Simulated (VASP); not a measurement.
BN: single point with r2SCAN

The system is BN.

```xyz
2
Lattice="0.0236 1.8048 1.8048 1.8048 0.0236 1.8048 1.8285 1.8285 0.0000" Properties=species:S:1:pos:R:3 pbc="T T T"
B     0.0000    0.0000    0.0004
N     0.9142    0.9142    0.9020
```

This cell differs from its parent crystal: shear xy strain +2.6%.

```json
{"Program": "VASP 6.6.1", "Task": "single point", "Functional": "r2SCAN", "Potentials or basis": "VASP PAW PBE potentials, release 64 (B, N)", "Cutoff": "520 eV", "k mesh": "12 × 12 × 12", "Occupations": "gaussian, width 0.01 eV", "Spin": "no spin polarisation"}
```

The pressure is 1.5 GPa, the largest force is 0.006 eV/Å and the band gap on the k mesh is 4.87 eV (least direct gap 9.14 eV).

Forces on the atoms (eV/Å):
```
B    0.000  0.000  0.006
N    0.000  0.000 -0.006
```

Stress tensor (GPa, compression positive):
```
  1.58 -12.33   0.00
-12.33   1.58   0.00
  0.00   0.00   1.21
```

Levels at points of the mesh, in eV from the valence-band top:
| k point | band 2 | band 3 | band 4 | band 5 | band 6 | band 7 |
| --- | --- | --- | --- | --- | --- | --- |
| (0.00, 0.00, 0.00) | -0.12 | -0.07 | 0.00 | 9.14 | 9.31 | 9.84 |
| (0.50, 0.00, 0.00) | -11.16 | -2.21 | -2.17 | 10.48 | 11.15 | 11.56 |
| (0.50, 0.50, 0.00) | -9.41 | -5.43 | -4.93 | 4.87 | 9.84 | 19.26 |
| (0.00, 0.00, 0.50) | -11.22 | -1.99 | -1.97 | 10.89 | 11.49 | 11.72 |
| (0.50, 0.00, 0.50) | -9.42 | -5.18 | -5.18 | 4.92 | 9.78 | 19.19 |

Wall time 110 s on 1 thread of AMD EPYC 7R13 Processor (Zen 3) (shared host), peak memory 0.12 GiB.

Caveat: the cell differs from its parent crystal (shear xy strain +2.6%); the PAW data sets were made with another functional, which shifts forces and pressure a little. A k mesh can miss the band edges.
